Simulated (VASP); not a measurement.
Set up this calculation in VASP 6.6.1, as the native input.

- Task: single point
- Functional: r2SCAN
- Potentials or basis: VASP PAW PBE potentials, release 64 (Mg, O)
- Cutoff: 660 eV
- k mesh: 10 × 10 × 10
- Occupations: gaussian, width 0.01 eV
- Spin: no spin polarisation
- Dipole correction: no
- Further INCAR settings: ALGO = Normal; EDIFF = 1e-06; NBANDS = 11

MgO:

```
Mg O
1.0
     0.00000    2.29342    2.29342
     2.29342    0.00000    2.29342
     2.29342    2.29342    0.00000
Mg O
1 1
Direct
  0.00000 0.00000 0.00000
  0.25000 0.25000 0.25000
```

This cell differs from its parent crystal: strain +0.5%.

The input as run:

POSCAR

```
MgO
1.0
    0.0000000000      2.2934156910      2.2934156910
    2.2934156910      0.0000000000      2.2934156910
    2.2934156910      2.2934156910      0.0000000000
Mg O
1 1
Direct
    0.0000000000      0.0000000000      0.0000000000
    0.2500000000      0.2500000000      0.2500000000
```

INCAR.step1

```
PREC = Accurate ; ENCUT = 660
ISMEAR = 0 ; SIGMA = 0.01
LREAL = False ; LASPH = True
NELM = 120 ; NBANDS = 11
GGA = PE ; ALGO = Normal
EDIFF = 1E-5 ; LWAVE = True
LCHARG = False ; GGA_COMPAT = False
```

INCAR.step2

```
PREC = Accurate ; ENCUT = 660
EDIFF = 1E-6 ; ISMEAR = 0
SIGMA = 0.01 ; LREAL = False
LASPH = True ; NELM = 120
ALGO = Normal ; ISIF = 2
LWAVE = False ; LCHARG = False
METAGGA = R2SCAN ; LMIXTAU = True
NBANDS = 11 ; ISTART = 1
GGA_COMPAT = False
```

KPOINTS

```
regular mesh
0
Gamma
  10 10 10
```

Potentials or basis: VASP PAW PBE potentials, release 64 (Mg, O).

The run is started by

```bash
$ cat potpaw_PBE.64/Mg/POTCAR potpaw_PBE.64/O/POTCAR > POTCAR
$ cp INCAR.step1 INCAR
$ mpirun -np 1 vasp_std > vasp.out
$ cp INCAR.step2 INCAR
$ mpirun -np 1 vasp_std > vasp.out
```

It gave:

```yaml
Pressure: -2.6 GPa
Band_gap_on_the_k_mesh: 4.24 eV, direct
```

Caveat: the cell differs from its parent crystal (strain +0.5%); the PAW data sets were made with another functional, which shifts forces and pressure a little.

It took 58 s on 1 thread of Intel(R) Xeon(R) Platinum 8259CL CPU @ 2.50GHz (Skylake/Cascade Lake), with other jobs on the host, peak memory 0.17 GiB.
